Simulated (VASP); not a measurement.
A run of VASP 6.6.1:

The input POSCAR:

```
TlCl
1.0
    3.8690970000      0.0000000000      0.0000000000
    0.0000000000      3.8690970000      0.0000000000
    0.0000000000      0.0000000000      3.8690970000
Tl Cl
1 1
Direct
    0.0000000000      0.0000000000      0.0000000000
    0.5000000000      0.5000000000      0.5000000000
```

INCAR.step1

```
ALGO = Normal ; EDIFF = 1E-6
ENCUT = 400 ; GGA_COMPAT = False
ISIF = 2 ; ISMEAR = -1
LASPH = True ; LCHARG = True
LORBIT = 11 ; LREAL = False
LWAVE = False ; NBANDS = 17
NEDOS = 2001 ; NELM = 120
PREC = Accurate ; SIGMA = 0.1
```

The input KPOINTS.step1:

```
k-points
0
Gamma
  7 7 7
```

The input INCAR.step2:

```
ALGO = Normal ; EDIFF = 1E-6
ENCUT = 400 ; GGA_COMPAT = False
ICHARG = 11 ; ISIF = 2
ISMEAR = -5 ; LASPH = True
LCHARG = False ; LORBIT = 11
LREAL = False ; LWAVE = False
NBANDS = 17 ; NEDOS = 1001
NELM = 120 ; PREC = Accurate
SIGMA = 0.1
```

The input KPOINTS.step2:

```
k-points
0
Gamma
  11 11 11
```

Potentials or basis: VASP PAW LDA potentials, release 64 (Tl_d, Cl).

Run with:

```sh
$ cat potpaw_LDA.64/Tl_d/POTCAR potpaw_LDA.64/Cl/POTCAR > POTCAR
$ cp INCAR.step1 INCAR
$ cp KPOINTS.step1 KPOINTS
$ mpirun -np 1 vasp_std > vasp.out
$ cp INCAR.step2 INCAR
$ cp KPOINTS.step2 KPOINTS
$ mpirun -np 1 vasp_std > vasp.out
```

Hardware: 1 thread of Intel(R) Xeon(R) 6975P-C (Granite Rapids), on a shared host.

**Question.** How long does it take, and how much memory?

**Answer.** It took 18 s on 1 thread of Intel(R) Xeon(R) 6975P-C (Granite Rapids), with other jobs on the host, peak memory 0.15 GiB. Counts: k points 56.
